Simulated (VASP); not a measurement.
# MgS (P6_3mc) in VASP: a series of runs, part 2 of 2

VASP 6.6.1.

### 5 Single point, PBEsol (biaxial strain in the a-b plane: -1.5 %, then relaxed in part)

Contents of INCAR:

```
SYSTEM = MgS
PREC     = Accurate       ! precision mode
ENCUT    = 520            ! plane-wave cutoff, eV
EDIFF    = 1E-6           ! SCF threshold, eV
ISMEAR   = 0              ! smearing method
SIGMA    = 0.02           ! smearing width, eV
LREAL    = .FALSE.        ! projectors in reciprocal space
LASPH    = .TRUE.         ! aspherical terms in the spheres
NELM     = 100            ! most SCF steps
ALGO     = Normal         ! electronic algorithm
ISIF     = 2              ! what is computed and relaxed
LWAVE    = .FALSE.        ! write WAVECAR
LCHARG   = .FALSE.        ! write CHGCAR
GGA      = PS             ! functional
NBANDS   = 16             ! bands
```

Contents of KPOINTS:

```
regular mesh
0
G
  6 6 4
  0 0 0
```

Contents of POSCAR:

```
MgS
1.0
    3.9683588377      0.0000000000      0.0000000000
   -1.9841794189      3.4366995648      0.0000000000
    0.0000000000      0.0000000000      6.5211121958
Mg S
2 2
Direct
    0.6666666667      0.3333333333      0.4998350902
    0.3333333333      0.6666666667      0.9998350902
    0.3333333333      0.6666666667      0.3751639098
    0.6666666667      0.3333333333      0.8751639098
```

Potentials or basis: VASP PAW PBE potentials, release 64 (Mg, S).

On the command line:

```
$ cat potpaw_PBE.64/Mg/POTCAR potpaw_PBE.64/S/POTCAR > POTCAR
$ mpirun -np 1 vasp_std > vasp.out
```

OUTCAR:

```text
SYSTEM = MgS
   PREC = Accurate
   ENCUT = 520
   EDIFF = 1E-6
   ISMEAR = 0
   LREAL = .FALSE.
   LASPH = .TRUE.
   NELM = 100
   ISIF = 2
   GGA = PS

 ion  position               nearest neighbor table
   1  0.667  0.333  0.500-   3 2.43   3 2.43   3 2.43   4 2.45
   2  0.333  0.667  1.000-   4 2.43   4 2.43   4 2.43   3 2.45
   3  0.333  0.667  0.375-   1 2.43   1 2.43   1 2.43   2 2.45
   4  0.667  0.333  0.875-   2 2.43   2 2.43   2 2.43   1 2.45

  LATTYP: Found a hexagonal cell.
 ALAT       =     3.9683588377
 C/A-ratio  =     1.6432768463

  Lattice vectors:

 A1 = (   3.9683588377,   0.0000000000,   0.0000000000)
 A2 = (  -1.9841794189,   3.4366995648,   0.0000000000)
 A3 = (   0.0000000000,   0.0000000000,   6.5211121958)

Analysis of symmetry for initial positions (statically):
=====================================================================
 Subroutine PRICEL returns:
 Original cell was already a primitive cell.

 Routine SETGRP: Setting up the symmetry group for a
 hexagonal supercell.

 Subroutine GETGRP returns: Found 12 space group operations
 (whereof  6 operations were pure point group operations)
 out of a pool of 24 trial point group operations.

The static configuration has the point symmetry C_3v.
 The point group associated with its full space group is C_6v.

Analysis of symmetry for dynamics (positions and initial velocities):
=====================================================================
 Subroutine PRICEL returns:
 Original cell was already a primitive cell.

 Routine SETGRP: Setting up the symmetry group for a
 hexagonal supercell.

 Subroutine GETGRP returns: Found 12 space group operations
 (whereof  6 operations were pure point group operations)
 out of a pool of 24 trial point group operations.

The dynamic configuration has the point symmetry C_3v.
 The point group associated with its full space group is C_6v.

 Subroutine INISYM returns: Found 12 space group operations
 (whereof  6 operations are pure point group operations),
 and found     1 'primitive' translations

----------------------------------------------------------------------------------------

                                     Primitive cell

  volume of cell :      88.9353

  direct lattice vectors                    reciprocal lattice vectors
     3.968358838  0.000000000  0.000000000     0.251993341  0.145488423  0.000000000
    -1.984179419  3.436699565  0.000000000     0.000000000  0.290976846  0.000000000
     0.000000000  0.000000000  6.521112196     0.000000000  0.000000000  0.153348075

  length of vectors
     3.968358838  3.968358838  6.521112196     0.290976846  0.290976846  0.153348075

  position of ions in fractional coordinates (direct lattice)
     0.666666667  0.333333333  0.499835090
     0.333333333  0.666666667  0.999835090
     0.333333333  0.666666667  0.375163910
     0.666666667  0.333333333  0.875163910

  ion indices of the primitive-cell ions
   primitive index   ion index
                 1           1
                 2           2
                 3           3
                 4           4

----------------------------------------------------------------------------------------

[... 25 lines left out ...]
            Coordinates               Weight
  0.000000  0.000000  0.000000      1.000000
  0.166667  0.000000  0.000000      6.000000
  0.333333  0.000000  0.000000      6.000000
  0.500000  0.000000  0.000000      3.000000
  0.166667  0.166667  0.000000      6.000000
  0.333333  0.166667  0.000000     12.000000
[... 13 lines left out ...]
  0.333333  0.166667  0.500000     12.000000
  0.333333  0.333333  0.500000      2.000000
   k-points           NKPTS =     21   k-points in BZ     NKDIM =     21   number of bands    NBANDS=     16
   number of dos      NEDOS =    301   number of ions     NIONS =      4
   total plane-waves  NPLWV =  43200
   dimension x,y,z NGX =    30 NGY =   30 NGZ =   48
   dimension x,y,z NGXF=    60 NGYF=   60 NGZF=   96
   ions per type =               2   2
   NGX,Y,Z   is equivalent  to a cutoff of  12.57, 12.57, 12.24 a.u.
   NGXF,Y,Z  is equivalent  to a cutoff of  25.14, 25.14, 24.47 a.u.
 SYSTEM =  MgS
   PREC   = accura    normal or accurate (medium, high low for compatibility)
   ISTART =      0    job   : 0-new  1-cont  2-samecut
   ICHARG =      2    charge: 1-file 2-atom 10-const
   ISPIN  =      1    spin polarized calculation?
   LNONCOLLINEAR =      F non collinear calculations
   LSORBIT =      F    spin-orbit coupling
   LASPH  =      T    aspherical Exc in radial PAW
   ENCUT  =  520.0 eV  38.22 Ry    6.18 a.u.   7.38  7.38 12.12*2*pi/ulx,y,z
   NELM   =    100;   NELMIN=  2; NELMDL= -5     # of ELM steps
   EDIFF  = 0.1E-05   stopping-criterion for ELM
   LREAL  =      F    real-space projection
   EDIFFG = 0.1E-04   stopping-criterion for IOM
   NSW    =      0    number of steps for IOM
   IBRION =     -1    ionic relax: 0-MD 1-quasi-New 2-CG
   NFREE  =      0    steps in history (QN), initial steepest desc. (CG)
   ISIF   =      2    stress and relaxation
   ISYM   =      2    0-nonsym 1-usesym 2-fastsym
   POTIM  = 0.5000    time-step for ionic-motion
   TEBEG  =    0.0;   TEEND  =   0.0 temperature during run
   PSTRESS=    0.0 pullay stress
   NELECT =      16.0000    total number of electrons
   NUPDOWN=      -1.0000    fix difference up-down
   EMIN   =  10.00;   EMAX   =-10.00  energy-range for DOS
   EFERMI =   0.00;   METHOD = LEGACY
   ISMEAR =     0;   SIGMA  =   0.02  broadening in eV -4-tet -1-fermi 0-gaus
   EFERMI_NEDOS =   21; number of points for ismear=-14 and -15
   IALGO  =     38    algorithm
   IMIX   =      4    mixing-type and parameters
     AMIX     =   0.40;   BMIX     =  1.00
     AMIX_MAG =   1.60;   BMIX_MAG =  1.00
  volume/ion in A,a.u.               =      22.23       150.04
  Fermi-wavevector in a.u.,A,eV,Ry     =   0.924180  1.746448 11.620865  0.854109
  Thomas-Fermi vector in A             =   2.049898
   LORBIT       =      0    0 simple, 1 ext, 2 COOP (PROOUT), +10 PAW based schemes
   GGA     = PS    functional components
   LHFCALC =     F    Hartree Fock is set to
   AEXX    =    0.0000 exact exchange contribution
   IVDW    =     0    specifies the selected vdW correction
   LEPSILON=     F    determine dielectric tensor
   LRPA    =     F    only Hartree local field effects (RPA)
 non-spin polarized calculation
 Gauss-broadening in eV      SIGMA  =   0.02
  energy-cutoff  :      520.00
  volume of cell :       88.94
 maximum number of plane-waves:      2436
 NGX is ok and might be reduce to    30
   NGX = 15   NGY = 15   NGZ = 25

 number of electron      15.9999998 magnetization

 Free energy of the ion-electron system (eV)
  ---------------------------------------------------
  ext. energy  EPLUGINS =         0.00000000
  ---------------------------------------------------
  free energy    TOTEN  =       -17.86185854 eV

  energy without entropy =      -17.86185854  energy(sigma->0) =      -17.86185854

 E-fermi :   1.2541     XC(G=0):  -8.6468

 val. band max:        1.1585124551   @ k =   0.0000   0.0000   0.0000
 cond. band min:       4.6067568048   @ k =   0.0000   0.0000   0.0000
 fundamental gap:      3.4482443496
 Fermi energy:         1.2541481224

 k-point     1 :       0.0000    0.0000    0.0000
  band No.  band energies     occupation
      1     -10.2179      2.00000
      2      -9.4946      2.00000
      3      -2.1494      2.00000
      4       0.7762      2.00000
      5       0.7762      2.00000
      6       1.1220      2.00000
[... 376 lines left out ...]
      3      -1.5904      2.00000
      4      -1.5904      2.00000
      5      -0.8297      2.00000
      6      -0.8297      2.00000
[... 8 lines left out ...]
     15      10.5330      0.00000
     16      10.5330      0.00000

------------------------ aborting loop because EDIFF is reached ----------------------------------------

  FORCE on cell =-STRESS in cart. coord.  units (eV):
  Direction    XX          YY          ZZ          XY          YZ          ZX
  --------------------------------------------------------------------------------------
  -------------------------------------------------------------------------------------
  Total        0.6887215      0.6887215     -0.0467514     -0.0000000      0.0000000      0.0000000
  in kB       12.4073796     12.4073796     -0.8422301     -0.0000000      0.0000000      0.0000000
  external PRESSURE =       7.9908431 kB  Pullay stress =       0.0000000 kB

 VOLUME and BASIS-vectors are now :
 -----------------------------------------------------------------------------
  energy-cutoff  :      520.00
  volume of cell :       88.94
      direct lattice vectors                 reciprocal lattice vectors
     3.968358838  0.000000000  0.000000000     0.251993341  0.145488423  0.000000000
    -1.984179419  3.436699565  0.000000000     0.000000000  0.290976846  0.000000000
     0.000000000  0.000000000  6.521112196     0.000000000  0.000000000  0.153348075

 POSITION                                       TOTAL-FORCE (eV/Angst)
 -----------------------------------------------------------------------------------
      1.98418      1.14557      3.25948        -0.000000     -0.000000      0.000422
     -0.00000      2.29113      6.52004         0.000000     -0.000000      0.000422
     -0.00000      2.29113      2.44649         0.000000      0.000000     -0.000422
      1.98418      1.14557      5.70704        -0.000000     -0.000000     -0.000422
 -----------------------------------------------------------------------------------
    total drift:                               -0.000000      0.000000      0.000990

  FREE ENERGIE OF THE ION-ELECTRON SYSTEM (eV)
  ---------------------------------------------------
  free  energy   TOTEN  =       -17.8618585356 eV

  energy  without entropy=      -17.8618585356  energy(sigma->0) =      -17.86185854
```

Run time: 13 s. Hardware: 1 thread of Intel Xeon 6975P-C (Granite Rapids), shared host; peak memory 0.19 GiB.

Results:

```yaml
Free_energy: -17.8619 eV
Pressure: 0.8 GPa
Band_gap_on_the_k_mesh: 3.45 eV, direct
```

Caveat: the cell differs from its parent crystal (biaxial strain in the a-b plane: -1.5 %, then relaxed in part); the PAW data sets were made with another functional, which shifts forces and pressure a little.

### 6 The runs side by side

```csv
cell,gap on the mesh (eV),pressure (GPa),largest force (eV/Å)
"a = 3.908, b = 3.908, c = 6.531 Å, angles 90.0, 90.0, 120.0°, 4 atoms",3.56,2.8,0.15
"a = 3.847, b = 3.847, c = 6.708 Å, angles 90.0, 90.0, 120.0°, 4 atoms",3.34,2.8,0.01
"a = 3.968, b = 3.968, c = 6.521 Å, angles 90.0, 90.0, 120.0°, 4 atoms",3.45,0.8,-
```

Alike in all rows: task single point; level PBEsol; potentials or basis VASP PAW PBE potentials, release 64 (Mg, S); no spin polarisation; k mesh 6 × 6 × 4; cutoff (eV) 520; smearing gaussian 0.02 eV.

Caveats: the PAW data sets were made with another functional, which shifts forces and pressure a little.

Absolute energies hang on the potentials; compare differences alone.
